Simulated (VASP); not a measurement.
Wanted: the native input for a VASP 6.6.1 run.

* Task: relaxation of cell and atoms
* Functional: PBE
* Potentials or basis: VASP PAW PBE potentials, release 64 (Zr_sv, C)
* Cutoff: 600 eV
* k mesh: 8 × 8 × 10
* Occupations: gaussian, width 0.1 eV
* Spin: no spin polarisation
* Dipole correction: no
* Further INCAR settings: ALGO = Normal; EDIFF = 1e-06; IBRION = 2; EDIFFG = -0.01; NSW = 100; ISIF = 3

The structure of Zr3C2 lies in POSCAR:

```
Zr3C2
1.0
    5.1279634519      0.0000000000      0.0000000000
    0.0000000000      5.1279634519      0.0000000000
    0.0000000000      0.0000000000      3.9787837313
Zr C
3 2
Direct
    0.0000000000      0.5000000000      0.0000000000
    0.5000000000      0.0000000000      0.0000000000
    0.5000000000      0.5000000000      0.0000000000
    0.5000000000      0.5000000000      0.5000000000
    0.0000000000      0.0000000000      0.5000000000
```

One way to write it, as run:

INCAR

```
PREC = Accurate
ENCUT = 600
EDIFF = 1E-6
ISMEAR = 0
SIGMA = 0.1
LREAL = False
LASPH = True
NELM = 100
ALGO = Normal
ISIF = 3
LWAVE = False
LCHARG = False
GGA = PE
IBRION = 2
NSW = 100
EDIFFG = -0.01
```

KPOINTS

```
regular mesh
0
Gamma
  8 8 10
```

Potentials or basis: VASP PAW PBE potentials, release 64 (Zr_sv, C).

The run is started by

```bash
$ cat potpaw_PBE.64/Zr_sv/POTCAR potpaw_PBE.64/C/POTCAR > POTCAR
$ mpirun -np 1 vasp_std > vasp.out
```

It gave:

```json
{
 "Relaxed volume": "20.74 Å³/atom",
 "Relaxed cell": "a = 5.086 Å, b = 5.086 Å, c = 4.009 Å, α = 90.00°, β = 90.00°, γ = 90.00°",
 "Space group after relaxing (to 0.05 Å)": "P4/mmm (No. 123)",
 "Energy gained by relaxing": "2.5 meV/atom",
 "Ionic steps": "4",
 "Pressure after relaxing": "0.0 GPa",
 "Band gap on the k mesh": "zero (band 22 reaches 6.37 eV, above the bottom of band 23 at 5.30 eV)"
}
```

Wall time 6.6 min on 1 thread of Intel(R) Xeon(R) 6975P-C (Granite Rapids), with other jobs on the host, peak memory 0.4 GiB.
